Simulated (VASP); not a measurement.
Crystal: CuO2.

```
Cu O
1.0
     0.00000    2.44415    2.44415
     2.44415    0.00000    2.44415
     2.44415    2.44415    0.00000
Cu O
1 2
Direct
  0.00000 0.00000 0.00000
  0.25000 0.25000 0.25000
  0.75000 0.75000 0.75000
```

- Program: VASP 6.6.1
- Task: relaxation of cell and atoms
- Functional: PBE
- Potentials or basis: VASP PAW PBE potentials, release 64 (Cu, O)
- Cutoff: 600 eV
- k mesh: 14 × 14 × 14
- Occupations: gaussian, width 0.1 eV
- Spin: collinear spin, ferromagnetic start
- Starting moments: [1.0, 0.0, 0.0] μB
- Hubbard terms: Cu d U = 4.0 eV

At the start: pressure -3.3 GPa; volume 9.73 Å³/atom.

Problem. How do energy, volume and symmetry change on relaxing?

Solution. Over 3 steps the energy falls by 2.7 meV/atom and the volume is 9.48 Å³/atom (-2.6 %); space group Fm-3m (No. 225, to 0.05 Å); moment 2.33 μB per cell.

Step by step:
| step | energy change (eV) | largest force (eV/Å) | pressure (GPa) | volume (Å³) |
| --- | --- | --- | --- | --- |
| 1 | 0.0000 | 0.0000 | -3.33 | 29.20 |
| 2 | -0.0079 | 0.0000 | 0.43 | 28.35 |
| 3 | -0.0081 | 0.0000 | 0.04 | 28.44 |

Final structure:
```
CELL_PARAMETERS angstrom
0.00000 2.42282 2.42282
2.42282 0.00000 2.42282
2.42282 2.42282 0.00000
ATOMIC_POSITIONS crystal
Cu 0.00000 0.00000 0.00000
O 0.25000 0.25000 0.25000
O 0.75000 0.75000 0.75000
```

Caveat: a cell with one magnetic atom can't hold antiferromagnetic order, which such compounds often take.
